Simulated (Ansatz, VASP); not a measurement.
## Nb2GaP3: VASP beside Ansatz

Contents of INCAR:

```
PREC = Accurate
ENCUT = 600
EDIFF = 1E-6
ISMEAR = 0
SIGMA = 0.1
LREAL = F
LASPH = T
NELM = 60
ALGO = Normal
ISIF = 3
LWAVE = F
LCHARG = F
GGA = PE
IBRION = 2
NSW = 90
EDIFFG = -0.04
```

The input KPOINTS:

```
regular mesh
0
Gamma
  4 4 4
```

POSCAR

```
Nb2GaP3
1.0
    4.0772667100      0.0000000000      0.0000000000
    0.0000000000      4.0772667100      0.0000000000
    0.0000000000      0.0000000000      7.2513435400
Nb Ga P
2 1 3
Direct
    0.0000000000      0.5000000000      0.0000000000
    0.5000000000      0.0000000000      0.0000000000
    0.5000000000      0.5000000000      0.0000000000
    0.0000000000      0.0000000000      0.6604447500
    0.0000000000      0.0000000000      0.3395552500
    0.0000000000      0.0000000000      0.0000000000
```

Input for Ansatz:

```yaml
crystal:
  lattice:
    - [4.07726671, 0.0, 0.0]
    - [0.0, 4.07726671, 0.0]
    - [0.0, 0.0, 7.25134354]
  atoms:
    - { symbol: Nb, position: [0.0, 0.5, 0.0] }
    - { symbol: Nb, position: [0.5, 0.0, 0.0] }
    - { symbol: Ga, position: [0.5, 0.5, 0.0] }
    - { symbol: P, position: [0.0, 0.0, 0.66044475] }
    - { symbol: P, position: [0.0, 0.0, 0.33955525] }
    - { symbol: P, position: [0.0, 0.0, 0.0] }
basis:
  ecutwfc: 420
kpoints:
  mp_grid: { grid: [4, 4, 4] }
hamiltonian:
  xc: pbe
scf:
  occupations: { method: gaussian, width: 0.1 }
  lower_state_search: "off"
output:
  forces: true
  stress: true
  eigenvalues: true
relax:
  adjacent_minimum: "off"
  f_tol: 0.04
  max_steps: 70
  cell: { stress_tol: 0.4 }
```

Alike in both runs: task relaxation of cell and atoms; functional PBE; k mesh 4 × 4 × 4; occupations gaussian, width 0.1 eV; no spin polarisation.

|  | VASP | Ansatz |
| --- | --- | --- |
| version | VASP 6.6.1 | Ansatz 0.2.0 |
| potentials or method | VASP PAW PBE potentials, release 64 (Nb_sv, Ga_d, P), cutoff 600 eV | scalar-relativistic, plane waves, PAW |
| valence electrons in the cell | 54 | 54 |

|  | VASP | Ansatz | Ansatz less VASP |
| --- | --- | --- | --- |
| gap on the k mesh at the Fermi level, each at its own relaxed structure (eV) | none | none | - |
| relaxed volume (Å³/atom) | 27.35 | 27.33 | -0.019 |
| relaxed length of the cell vector where the two differ most in proportion (Å) | 6.716 | 6.712 | -0.0036 |

A gap of «none» marks a metal or a gap that the smearing closes.

The k mesh is coarse, so the values compare programs but aren't converged. Noted on VASP's run: the volume moved by over 15 % at a fixed basis, so the end points are rough.
